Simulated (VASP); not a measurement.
Runs of VASP 6.6.1 on ZrBrCl3. It takes space group R3m (No. 160, trigonal). The conventional cell has a = 11.148 Å, b = 11.148 Å, c = 7.224 Å, α = 90.00°, β = 90.00°, γ = 120.00°. Within 3.1 Å of Zr (site symmetry 3m) lie 3 Cl at 2.33 Å and 1 Br at 2.48 Å. Br (site symmetry 3m) has 1 Zr at 2.48 Å within 3.3 Å. Within 3.1 Å of Cl (site symmetry m) lie 1 Zr at 2.33 Å. The cell was generated, and may not be a known phase.

| level | k mesh | smearing | gap on the mesh (eV) | pressure (GPa) | largest force (eV/Å) |
| --- | --- | --- | --- | --- | --- |
| PBE | 6 × 6 × 6 | gaussian 0.02 eV | 4.10 | 0.0 | 0.02 |
| PBE | 3 × 3 × 3 | gaussian 0.1 eV | 4.20 | 0.0 | 0.02 |
| r2SCAN | 6 × 6 × 6 | gaussian 0.02 eV | (b) | -0.4 | 0.09 |
| PBEsol | 6 × 6 × 6 | gaussian 0.02 eV | (a) | -0.7 | 0.29 |

Alike in all rows: task single point; potentials or basis VASP PAW PBE potentials, release 64 (Zr_sv, Br, Cl); no spin polarisation; cell as given; cutoff (eV) 520.

Task: Fill in the values left out.

Result: (a) 4.08; (b) 4.55.

Caveats: the PAW data sets were made with another functional, which shifts forces and pressure a little (at least some runs).

A k mesh can miss the band edges, and the runs leave out spin-orbit coupling on Br, Zr.
